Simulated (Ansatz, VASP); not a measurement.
# Ca: VASP beside Ansatz

INCAR

```
  PREC = Accurate
  ENCUT = 520
  EDIFF = 1E-7
  ISMEAR = -1
  SIGMA = 0.08
  LREAL = F
  LASPH = T
  NELM = 60
  ALGO = Normal
  ISIF = 2
  LWAVE = F
  LCHARG = F
  GGA = PS
  NBANDS = 11
```

The input KPOINTS:

```
Automatic mesh
0
Gamma
  11 11 11
```

File POSCAR:

```
Ca
1.0
    2.7478651519      0.0000000000      0.0000000000
    0.0000000000      2.7478651519      0.0000000000
    0.0000000000      0.0000000000      2.7478651519
Ca
1
Direct
    0.0000000000      0.0000000000      0.0000000000
```

Input for Ansatz:

```yaml
crystal:
  lattice:
    - [2.7478651519, 0.0, 0.0]
    - [0.0, 2.7478651519, 0.0]
    - [0.0, 0.0, 2.7478651519]
  atoms:
    - { symbol: Ca, position: [0.0, 0.0, 0.0] }
kpoints:
  mp_grid: { grid: [11, 11, 11] }
scf:
  occupations: { method: fermi_dirac, width: 0.08 }
hamiltonian:
  xc: pbesol
  pseudopotentials: { kind: all_electron, lapw: { basis_error: 0.001 } }
output:
  forces: true
  stress: true
  eigenvalues: true
  populations: true
```

Change from the starting cell: volume scaled by 0.5, LAPW.

Alike in both runs: task single point; functional PBEsol; k mesh 11 × 11 × 11; occupations fermi-dirac, width 0.08 eV; no spin polarisation.

|  | VASP | Ansatz |
| --- | --- | --- |
| version | VASP 6.6.1 | Ansatz 0.2.0 |
| potentials or method | VASP PAW PBE potentials, release 64 (Ca_sv), cutoff 520 eV | all-electron LAPW, scalar-relativistic |

Ansatz gave:

- pressure (GPa): 24.9

**Question.** Estimate VASP's values.

**Answer.** Pressure (GPa): 25.2.

VASP's potentials were made for PBE, not for PBEsol. Ansatz ran all-electron here, and VASP with PAW potentials.
